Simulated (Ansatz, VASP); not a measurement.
## TlCl in VASP and in Ansatz

```xyz
2
Lattice="3.7936 0.0000 0.0000 0.0000 3.7936 0.0000 0.0000 0.0000 3.7936" Properties=species:S:1:pos:R:3 pbc="T T T"
Tl    0.0000    0.0000    0.0000
Cl    1.8968    1.8968    1.8968
```

Alike in both runs: task single point; functional PBE; k mesh 6 × 6 × 6; non-collinear spin, spin-orbit coupling.

|  | VASP | Ansatz |
| --- | --- | --- |
| version | VASP 6.6.1 | Ansatz 0.2.0 |
| potentials or method | VASP PAW PBE potentials, release 64 (Tl_d, Cl) | plane waves, PAW |
| plane-wave cutoff (eV) | 500 | 420 |
| occupations | gaussian, width 0.01 eV | fixed |
| valence electrons in the cell | 20 | 20 |

Ansatz gave:

| Quantity | Value |
| --- | --- |
| pressure (GPa) | 2.1 |
| net moment per atom (μB) | 0.00 |

Question: What did VASP give for the same quantities?

Answer: Pressure (GPa): 2.0; net moment per atom (μB): 0.00.
